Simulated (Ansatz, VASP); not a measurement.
SiO2 in VASP and in Ansatz

```
Si O
1.0
    -4.23470    4.23470    4.23470
     4.23470   -4.23470    4.23470
     4.23470    4.23470   -4.23470
Si O
8 16
Direct
  0.50000 0.00000 0.78348
  0.28348 0.28348 0.28348
  0.50000 0.00000 0.21652
  0.71652 0.71652 0.71652
  0.78348 0.50000 0.00000
  0.00000 0.21652 0.50000
  0.21652 0.50000 0.00000
  0.00000 0.78348 0.50000
  0.67740 0.92740 0.75000
  0.75000 0.67740 0.92740
  0.82260 0.57260 0.25000
  0.75000 0.17740 0.42740
  0.07260 0.25000 0.32260
  0.50000 0.00000 0.00000
  0.25000 0.82260 0.57260
  0.42740 0.75000 0.17740
  0.32260 0.07260 0.25000
  0.17740 0.42740 0.75000
  0.92740 0.75000 0.67740
  0.50000 0.50000 0.50000
  0.25000 0.32260 0.07260
  0.00000 0.50000 0.00000
  0.00000 0.00000 0.50000
  0.57260 0.25000 0.82260
```

Alike in both runs: functional LDA; k mesh 4 × 4 × 4; occupations gaussian, width 0.02 eV; no spin polarisation.

Ansatz relaxed the structure, and its values are those at the end. VASP's run is a single point on that final structure, the one shown.

```csv
,VASP,Ansatz
version,VASP 6.6.1,Ansatz 0.2.0
potentials or method,"VASP PAW LDA potentials, release 64 (Si, O), cutoff 520 eV","scalar-relativistic, plane waves, PAW"
valence electrons in the cell,128,128
```

|  | VASP | Ansatz | Ansatz less VASP |
| --- | --- | --- | --- |
| gap on the k mesh at the Fermi level (eV) | 5.67 | 5.66 | -0.004 |
| least direct gap on the mesh (eV) | 5.74 | 5.74 | -0.005 |
| pressure (GPa) | -0.7 | -1.4 | -0.67 |
| rms of the force components (eV/Å) | 0.016 | 0.002 | -0.0141 |

LDA's correlation is that of Perdew and Zunger in VASP and of Perdew and Wang (1992) in Ansatz. Ansatz's warnings: stress scf threshold loose.
